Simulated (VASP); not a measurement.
The system is GaAs.

```
CELL_PARAMETERS angstrom
0.00000 2.82685 2.82685
2.82685 0.00000 2.82685
2.82685 2.82685 0.00000
ATOMIC_POSITIONS crystal
Ga 0.00000 0.00000 0.00000
As 0.75000 0.75000 0.75000
```

Program: VASP 6.6.1. Alike in all runs: no spin polarisation; cell as given; k mesh 10 × 10 × 10; cutoff (eV) 520; smearing fermi-dirac 0.08 eV.

Question: Order these runs on this cell by their pressure, lowest first.
A. level PBE; potentials or basis VASP PAW PBE potentials, release 64 (Ga_d, As)
B. level LDA; potentials or basis VASP PAW LDA potentials, release 64 (Ga_d, As)
C. level r2SCAN; potentials or basis VASP PAW PBE potentials, release 64 (Ga_d, As)

Answer: B (-1.6 GPa), C (0.6 GPa), A (3.5 GPa).

Caveats: the cell stands under pressure (at least some runs); the PAW data sets were made with another functional, which shifts forces and pressure a little (at least some runs).
